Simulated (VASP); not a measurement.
# SiC (Moissanite 3C) (F-43m) in VASP: a series of runs

SiC (Moissanite 3C) is run at these levels: r2SCAN; tasks: single point.

Everything below comes from runs of VASP 6.6.1. Logs are shortened: lines on timing, memory, paths and dates and some standing lists are left out, and cuts for length are marked.

### 1 The cell of the first run

The structure is cubic, space group F-43m (No. 216). Conventional cell: a = 4.110 Å, b = 4.110 Å, c = 4.110 Å, α = 90.00°, β = 90.00°, γ = 90.00°. Si (site symmetry -43m) has 4 C at 1.78 Å within 2.4 Å. C (site symmetry -43m) has 4 Si at 1.78 Å within 2.4 Å.

### 2 Single point, r2SCAN (volume scaled by 0.840)

The input, POSCAR:

```
SiC
1.0
    0.0000000000      2.0551598508      2.0551598508
    2.0551598508      0.0000000000      2.0551598508
    2.0551598508      2.0551598508      0.0000000000
Si C
1 1
Direct
    0.0000000000      0.0000000000      0.0000000000
    0.2500000000      0.2500000000      0.2500000000
```

The input, INCAR.step1:

```
  ALGO = Normal
  EDIFF = 1E-4
  ENCUT = 520
  GGA = PE
  ISMEAR = 0
  LASPH = True
  LCHARG = False
  LREAL = False
  LWAVE = True
  NBANDS = 11
  NELM = 100
  PREC = Accurate
  SIGMA = 0.05
```

The input, INCAR.step2:

```
  ALGO = Normal
  EDIFF = 1E-6
  ENCUT = 520
  ISIF = 2
  ISMEAR = 0
  ISTART = 1
  LASPH = True
  LCHARG = False
  LMIXTAU = True
  LREAL = False
  LWAVE = False
  METAGGA = R2SCAN
  NBANDS = 11
  NELM = 100
  PREC = Accurate
  SIGMA = 0.05
```

The input, KPOINTS:

```
k-points
0
Gamma
  10 10 10
```

Potentials or basis: VASP PAW PBE potentials, release 64 (Si, C).

The run is started by

```console
> cat potpaw_PBE.64/Si/POTCAR potpaw_PBE.64/C/POTCAR > POTCAR
> cp INCAR.step1 INCAR
> mpirun -np 1 vasp_std > vasp.out
> cp INCAR.step2 INCAR
> mpirun -np 1 vasp_std > vasp.out
```

OUTCAR:

```text
EDIFF = 1E-6
   ENCUT = 520
   ISIF = 2
   ISMEAR = 0
   ISTART = 1
   LASPH = True
   LREAL = False
   METAGGA = R2SCAN
   NELM = 100
   PREC = Accurate

 ion  position               nearest neighbor table
   1  0.000  0.000  0.000-   2 1.78   2 1.78   2 1.78   2 1.78
   2  0.250  0.250  0.250-   1 1.78   1 1.78   1 1.78   1 1.78

  LATTYP: Found a face centered cubic cell.
 ALAT       =     4.1103197016

  Lattice vectors:

 A1 = (   0.0000000000,   2.0551598508,   2.0551598508)
 A2 = (   2.0551598508,   0.0000000000,   2.0551598508)
 A3 = (   2.0551598508,   2.0551598508,   0.0000000000)

Analysis of symmetry for initial positions (statically):
=====================================================================
 Subroutine PRICEL returns:
 Original cell was already a primitive cell.

 Routine SETGRP: Setting up the symmetry group for a
 face centered cubic supercell.

 Subroutine GETGRP returns: Found 24 space group operations
 (whereof 24 operations were pure point group operations)
 out of a pool of 48 trial point group operations.

The static configuration has the point symmetry T_d .

Analysis of symmetry for dynamics (positions and initial velocities):
=====================================================================
 Subroutine PRICEL returns:
 Original cell was already a primitive cell.

 Routine SETGRP: Setting up the symmetry group for a
 face centered cubic supercell.

 Subroutine GETGRP returns: Found 24 space group operations
 (whereof 24 operations were pure point group operations)
 out of a pool of 48 trial point group operations.

The dynamic configuration has the point symmetry T_d .

 Subroutine INISYM returns: Found 24 space group operations
 (whereof 24 operations are pure point group operations),
 and found     1 'primitive' translations

----------------------------------------------------------------------------------------

                                     Primitive cell

  volume of cell :      17.3607

  direct lattice vectors                    reciprocal lattice vectors
     0.000000000  2.055159851  2.055159851    -0.243290078  0.243290078  0.243290078
     2.055159851  0.000000000  2.055159851     0.243290078 -0.243290078  0.243290078
     2.055159851  2.055159851  0.000000000     0.243290078  0.243290078 -0.243290078

  length of vectors
     2.906434934  2.906434934  2.906434934     0.421390776  0.421390776  0.421390776

  position of ions in fractional coordinates (direct lattice)
     0.000000000  0.000000000  0.000000000
     0.250000000  0.250000000  0.250000000

  ion indices of the primitive-cell ions
   primitive index   ion index
                 1           1
                 2           2

----------------------------------------------------------------------------------------

 KPOINTS: k-points

Automatic generation of k-mesh.
 Grid dimensions read from file:
 generate k-points for:   10   10   10

 Generating k-lattice:

  Cartesian coordinates                     Fractional coordinates (reciprocal lattice)
    -0.024329008  0.024329008  0.024329008     0.100000000  0.000000000  0.000000000
     0.024329008 -0.024329008  0.024329008     0.000000000  0.100000000  0.000000000
     0.024329008  0.024329008 -0.024329008     0.000000000  0.000000000  0.100000000

  Length of vectors
     0.042139078  0.042139078  0.042139078

  Shift w.r.t. Gamma in fractional coordinates (k-lattice)
     0.000000000  0.000000000  0.000000000

 Subroutine IBZKPT returns following result:
 ===========================================

 Found     47 irreducible k-points:

 Following reciprocal coordinates:
            Coordinates               Weight
  0.000000  0.000000  0.000000      1.000000
  0.100000  0.000000  0.000000      8.000000
  0.200000  0.000000  0.000000      8.000000
  0.300000  0.000000  0.000000      8.000000
  0.400000  0.000000  0.000000      8.000000
  0.500000  0.000000  0.000000      4.000000
[... 16 lines left out ...]
  0.300000  0.300000  0.000000      6.000000
  0.400000  0.300000  0.000000     24.000000
 [... further k-points ...]
   k-points           NKPTS =     47   k-points in BZ     NKDIM =     47   number of bands    NBANDS=     11
   number of dos      NEDOS =    301   number of ions     NIONS =      2
   total plane-waves  NPLWV =  13824
   dimension x,y,z NGX =    24 NGY =   24 NGZ =   24
   dimension x,y,z NGXF=    48 NGYF=   48 NGZF=   48
   ions per type =               1   1
   NGX,Y,Z   is equivalent  to a cutoff of  13.73, 13.73, 13.73 a.u.
   NGXF,Y,Z  is equivalent  to a cutoff of  27.46, 27.46, 27.46 a.u.
 SYSTEM =  unknown system
   PREC   = accura    normal or accurate (medium, high low for compatibility)
   ISTART =      1    job   : 0-new  1-cont  2-samecut
   ICHARG =      0    charge: 1-file 2-atom 10-const
   ISPIN  =      1    spin polarized calculation?
   LNONCOLLINEAR =      F non collinear calculations
   LSORBIT =      F    spin-orbit coupling
   LASPH  =      T    aspherical Exc in radial PAW
   ENCUT  =  520.0 eV  38.22 Ry    6.18 a.u.   5.40  5.40  5.40*2*pi/ulx,y,z
   NELM   =    100;   NELMIN=  2; NELMDL=  0     # of ELM steps
   EDIFF  = 0.1E-05   stopping-criterion for ELM
   LREAL  =      F    real-space projection
   EDIFFG = 0.1E-04   stopping-criterion for IOM
   NSW    =      0    number of steps for IOM
   IBRION =     -1    ionic relax: 0-MD 1-quasi-New 2-CG
   NFREE  =      0    steps in history (QN), initial steepest desc. (CG)
   ISIF   =      2    stress and relaxation
   ISYM   =      2    0-nonsym 1-usesym 2-fastsym
   POTIM  = 0.5000    time-step for ionic-motion
   TEBEG  =    0.0;   TEEND  =   0.0 temperature during run
   PSTRESS=    0.0 pullay stress
   NELECT =       8.0000    total number of electrons
   NUPDOWN=      -1.0000    fix difference up-down
   EMIN   =  10.00;   EMAX   =-10.00  energy-range for DOS
   EFERMI =   0.00;   METHOD = LEGACY
   ISMEAR =     0;   SIGMA  =   0.05  broadening in eV -4-tet -1-fermi 0-gaus
   EFERMI_NEDOS =   21; number of points for ismear=-14 and -15
   IALGO  =     38    algorithm
   IMIX   =      4    mixing-type and parameters
     AMIX     =   0.40;   BMIX     =  1.00
     AMIX_MAG =   1.60;   BMIX_MAG =  1.00
  volume/ion in A,a.u.               =       8.68        58.58
  Fermi-wavevector in a.u.,A,eV,Ry     =   1.264491  2.389542 21.754880  1.598939
  Thomas-Fermi vector in A             =   2.397794
   LORBIT       =      0    0 simple, 1 ext, 2 COOP (PROOUT), +10 PAW based schemes
   METAGGA = R2SCAN    functional components
   LHFCALC =     F    Hartree Fock is set to
   AEXX    =    0.0000 exact exchange contribution
   IVDW    =     0    specifies the selected vdW correction
   LEPSILON=     F    determine dielectric tensor
   LRPA    =     F    only Hartree local field effects (RPA)
 non-spin polarized calculation
 Gauss-broadening in eV      SIGMA  =   0.05
  energy-cutoff  :      520.00
  volume of cell :       17.36
 maximum number of plane-waves:       483
 NGX is ok and might be reduce to    24
   NGX = 11   NGY = 11   NGZ = 11

 number of electron       8.0000001 magnetization

 Free energy of the ion-electron system (eV)
  ---------------------------------------------------
  ext. energy  EPLUGINS =         0.00000000
  ---------------------------------------------------
  free energy    TOTEN  =       -18.83563186 eV

  energy without entropy =      -18.83563186  energy(sigma->0) =      -18.83563186

 E-fermi :  10.2808     XC(G=0): -12.7398

 val. band max:       10.0621987882   @ k =   0.0000   0.0000   0.0000
 cond. band min:      11.6543997719   @ k =   0.5000   0.5000   0.0000
 fundamental gap:      1.5922009838
 Fermi energy:        10.2807921563

 k-point     1 :       0.0000    0.0000    0.0000
  band No.  band energies     occupation
      1      -7.5798      2.00000
      2      10.0622      2.00000
      3      10.0622      2.00000
      4      10.0622      2.00000
      5      19.1501      0.00000
      6      19.3434      0.00000
      7      19.3434      0.00000
      8      19.3434      0.00000
      9      26.4220      0.00000
     10      26.4220      0.00000
     11      30.0385      0.00000

 k-point     2 :       0.1000    0.0000    0.0000
  band No.  band energies     occupation
      1      -7.3481      2.00000
      2       8.9819      2.00000
      3       9.9205      2.00000
      4       9.9205      2.00000
      5      18.9688      0.00000
      6      19.6296      0.00000
      7      19.6296      0.00000
      8      20.1048      0.00000
      9      25.3303      0.00000
     10      25.3303      0.00000
     11      29.0883      0.00000

 k-point     3 :       0.2000    0.0000    0.0000
  band No.  band energies     occupation
      1      -6.6619      2.00000
      2       6.6023      2.00000
      3       9.5926      2.00000
      4       9.5926      2.00000
      5      18.5489      0.00000
      6      19.9420      0.00000
      7      19.9420      0.00000
      8      21.4845      0.00000
      9      24.6422      0.00000
     10      24.6422      0.00000
     11      28.1943      0.00000

 k-point     4 :       0.3000    0.0000    0.0000
  band No.  band energies     occupation
      1      -5.5590      2.00000
      2       3.9294      2.00000
      3       9.2521      2.00000
      4       9.2521      2.00000
      5      18.1576      0.00000
      6      19.4869      0.00000
      7      19.4869      0.00000
      8      22.2266      0.00000
      9      25.8995      0.00000
     10      25.8995      0.00000
     11      28.3398      0.00000
[... 239 lines left out ...]
 k-point    22 :      -0.2000    0.2000    0.0000
  band No.  band energies     occupation
      1      -5.1914      2.00000
      2       4.7422      2.00000
      3       6.4150      2.00000
      4       9.3981      2.00000
      5      18.1497      0.00000
      6      20.3251      0.00000
      7      20.3295      0.00000
      8      21.8000      0.00000
      9      23.1453      0.00000
     10      28.6431      0.00000
     11      32.3818      0.00000

 k-point    23 :       0.3000    0.3000    0.0000
  band No.  band energies     occupation
      1      -4.8814      2.00000
      2       5.4244      2.00000
      3       7.3503      2.00000
      4       7.3503      2.00000
      5      14.0180      0.00000
      6      16.9863      0.00000
      7      24.4045      0.00000
      8      24.4045      0.00000
      9      25.8720      0.00000
     10      29.5458      0.00000
     11      35.2510      0.00000

 k-point    24 :       0.4000    0.3000    0.0000
  band No.  band energies     occupation
      1      -3.8446      2.00000
      2       3.9984      2.00000
      3       6.4503      2.00000
      4       7.0491      2.00000
      5      13.5345      0.00000
      6      17.0736      0.00000
      7      24.7138      0.00000
      8      24.7144      0.00000
      9      27.3173      0.00000
     10      30.9922      0.00000
     11      35.3454      0.00000

 [... further k-points ...]
[... 5 lines left out ...]
  --------------------------------------------------------------------------------------
  -------------------------------------------------------------------------------------
  Total        5.9425373      5.9425373      5.9425373      0.0000000      0.0000000     -0.0000000
  in kB      548.4230293    548.4230293    548.4230293      0.0000000      0.0000000     -0.0000000
  external PRESSURE =     548.4230293 kB  Pullay stress =       0.0000000 kB

 VOLUME and BASIS-vectors are now :
 -----------------------------------------------------------------------------
  energy-cutoff  :      520.00
  volume of cell :       17.36
      direct lattice vectors                 reciprocal lattice vectors
     0.000000000  2.055159851  2.055159851    -0.243290078  0.243290078  0.243290078
     2.055159851  0.000000000  2.055159851     0.243290078 -0.243290078  0.243290078
     2.055159851  2.055159851  0.000000000     0.243290078  0.243290078 -0.243290078

 POSITION                                       TOTAL-FORCE (eV/Angst)
 -----------------------------------------------------------------------------------
      0.00000      0.00000      0.00000         0.000000     -0.000000      0.000000
      1.02758      1.02758      1.02758        -0.000000      0.000000     -0.000000
 -----------------------------------------------------------------------------------
    total drift:                                0.000001      0.000001      0.000001

  FREE ENERGIE OF THE ION-ELECTRON SYSTEM (eV)
  ---------------------------------------------------
  free  energy   TOTEN  =       -18.8356318641 eV

  energy  without entropy=      -18.8356318641  energy(sigma->0) =      -18.83563186
```

Wall time 44 s (1 thread of Intel Xeon Platinum 8259CL at 2.50GHz (Skylake/Cascade Lake), shared host); peak memory 0.13 GiB.

Results:

- Free energy: -18.8356 eV
- Pressure: 54.8 GPa
- Band gap on the k mesh: 1.59 eV, indirect (least direct gap 5.26 eV)

Levels at points of the mesh, in eV from the valence-band top:
```csv
k point,band 1,band 2,band 3,band 4,band 5,band 6,band 7,band 8,band 9
"(0.00, 0.00, 0.00)",-17.64,0.00,0.00,0.00,9.09,9.28,9.28,9.28,16.36
"(0.50, 0.00, 0.00)",-13.32,-9.84,-1.13,-1.13,7.78,8.56,8.56,12.04,19.97
"(0.50, 0.50, 0.00)",-11.66,-8.66,-3.67,-3.67,1.59,5.57,17.41,17.41,18.74
```

Caveat: the PAW data sets were made with another functional, which shifts forces and pressure a little. A k mesh can miss the band edges.

### 3 Single point, r2SCAN (volume scaled by 0.880)

The input, POSCAR:

```
SiC
1.0
    0.0000000000      2.0872769111      2.0872769111
    2.0872769111      0.0000000000      2.0872769111
    2.0872769111      2.0872769111      0.0000000000
Si C
1 1
Direct
    0.0000000000      0.0000000000      0.0000000000
    0.2500000000      0.2500000000      0.2500000000
```

The input, INCAR.step1:

```
SYSTEM = SiC
PREC = Accurate ; ENCUT = 520
ISMEAR = 0 ; SIGMA = 0.05
LREAL = .FALSE. ; LASPH = .TRUE.
NELM = 80 ; NBANDS = 11
GGA = PE ; ALGO = Normal
EDIFF = 1E-4 ; LWAVE = .TRUE.
LCHARG = .FALSE.
```

The input, INCAR.step2:

```
SYSTEM = SiC
PREC = Accurate ; ENCUT = 520
EDIFF = 1E-7 ; ISMEAR = 0
SIGMA = 0.05 ; LREAL = .FALSE.
LASPH = .TRUE. ; NELM = 80
ALGO = Normal ; ISIF = 2
LWAVE = .FALSE. ; LCHARG = .FALSE.
METAGGA = R2SCAN ; LMIXTAU = .TRUE.
NBANDS = 11 ; ISTART = 1
```

The input, KPOINTS:

```
regular mesh
0
G
  10 10 10
  0 0 0
```

Potentials or basis: VASP PAW PBE potentials, release 64 (Si, C).

The run is started by

```console
> cat potpaw_PBE.64/Si/POTCAR potpaw_PBE.64/C/POTCAR > POTCAR
> cp INCAR.step1 INCAR
> mpirun -np 1 vasp_std > vasp.out
> cp INCAR.step2 INCAR
> mpirun -np 1 vasp_std > vasp.out
```

It took 54 s on 1 thread of Intel Xeon Platinum 8259CL at 2.50GHz (Skylake/Cascade Lake), shared host; peak memory 0.13 GiB.

Results (log left out):

```
Free energy            : -19.0707 eV
Pressure               : 36.8 GPa
Band gap on the k mesh : 1.63 eV, indirect (least direct gap 5.21 eV)
```

Levels at points of the mesh, in eV from the valence-band top:
```csv
k point,band 1,band 2,band 3,band 4,band 5,band 6,band 7,band 8,band 9
"(0.00, 0.00, 0.00)",-17.24,0.00,0.00,0.00,8.48,8.88,8.88,8.88,16.04
"(0.50, 0.00, 0.00)",-13.11,-9.56,-1.13,-1.13,7.29,8.34,8.34,11.75,19.24
"(0.50, 0.50, 0.00)",-11.51,-8.49,-3.58,-3.58,1.63,5.36,16.79,16.79,17.97
```

Caveat: the PAW data sets were made with another functional, which shifts forces and pressure a little. A k mesh can miss the band edges.

[end of part 1 of 2]
